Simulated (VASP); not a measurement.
Crystal: CaSe.

```
Ca Se
1.0
     0.00000    3.01794    3.01794
     3.01794    0.00000    3.01794
     3.01794    3.01794    0.00000
Ca Se
1 1
Cartesian
  0.0000 0.0000 0.0000
  3.0179 3.0179 3.0179
```

- Program: VASP 6.6.1
- Task: relaxation of cell and atoms
- Functional: PBE
- Potentials or basis: VASP PAW PBE potentials, release 64 (Ca_sv, Se)
- Cutoff: 600 eV
- k mesh: 6 × 6 × 6
- Occupations: fermi-dirac, width 0.02 eV
- Spin: no spin polarisation

At the start: pressure -1.6 GPa; volume 27.49 Å³/atom.

Q: How do energy, volume and symmetry change on relaxing?

A: Over 3 steps the energy falls by 4.8 meV/atom and the volume is 26.54 Å³/atom (-3.4 %); space group Fm-3m (No. 225, to 0.05 Å).

The path:
| step | energy change (eV) | largest force (eV/Å) | pressure (GPa) | volume (Å³) |
| --- | --- | --- | --- | --- |
| 1 | 0.0000 | 0.0000 | -1.56 | 54.97 |
| 2 | -0.0094 | 0.0000 | 0.19 | 52.87 |
| 3 | -0.0095 | 0.0000 | 0.00 | 53.08 |

Final structure:
```yaml
crystal:
  lattice:
    - [0.00000, 2.98285, 2.98285]
    - [2.98285, 0.00000, 2.98285]
    - [2.98285, 2.98285, 0.00000]
  atoms:
    - { symbol: Ca, position: [0.00000, 0.00000, 0.00000] }
    - { symbol: Se, position: [0.50000, 0.50000, 0.50000] }
```
